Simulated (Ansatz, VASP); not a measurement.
# Ge in VASP and in Ansatz

Contents of INCAR:

```
ALGO = Normal ; EDIFF = 1E-6
EDIFFG = -0.005 ; ENCUT = 600
GGA = PS ; IBRION = 2
ISIF = 3 ; ISMEAR = 0
LASPH = T ; LCHARG = F
LREAL = F ; LWAVE = F
NELM = 80 ; NSW = 100
PREC = Accurate ; SIGMA = 0.1
```

The input KPOINTS:

```
k-points
0
Gamma
  14 14 14
```

POSCAR

```
Ge
1.0
    0.0000000000      2.8289100000      2.8289100000
    2.8289100000      0.0000000000      2.8289100000
    2.8289100000      2.8289100000      0.0000000000
Ge
2
Direct
    0.0000000000      0.0000000000      0.0000000000
    0.2500000000      0.2500000000      0.2500000000
```

Input for Ansatz:

```yaml
crystal:
  lattice:
    - [0.0, 2.82891, 2.82891]
    - [2.82891, 0.0, 2.82891]
    - [2.82891, 2.82891, 0.0]
  atoms:
    - { symbol: Ge, position: [0.0, 0.0, 0.0] }
    - { symbol: Ge, position: [0.25, 0.25, 0.25] }
basis:
  ecutwfc: 420
kpoints:
  mp_grid: { grid: [14, 14, 14] }
hamiltonian:
  xc: pbesol
scf:
  occupations: { method: gaussian, width: 0.1 }
output:
  forces: true
  stress: true
  eigenvalues: true
  write_density: true
  write_potential: true
  elf: true
  volumetric_format: npy
relax:
  adjacent_minimum: "off"
  f_tol: 0.005
  max_steps: 80
  cell: { stress_tol: 0.05 }
```

Alike in both runs: task relaxation of cell and atoms; functional PBEsol; k mesh 14 × 14 × 14; occupations gaussian, width 0.1 eV; no spin polarisation.

```csv
,VASP,Ansatz
version,VASP 6.6.1,Ansatz 0.2.0
potentials or method,"VASP PAW PBE potentials, release 64 (Ge_d), cutoff 600 eV","scalar-relativistic, plane waves, PAW"
valence electrons in the cell,28,28
```

|  | VASP | Ansatz | Ansatz less VASP |
| --- | --- | --- | --- |
| gap on the k mesh at the Fermi level, each at its own relaxed structure (eV) | none | none | - |
| relaxed volume (Å³/atom) | 22.85 | 22.86 | +0.003 |
| relaxed cell length with the largest relative difference (Å) | 4.013 | 4.013 | +0.0002 |

VASP's potentials were made for PBE, not for PBEsol. A gap of «none» marks a metal or a gap that the smearing closes.
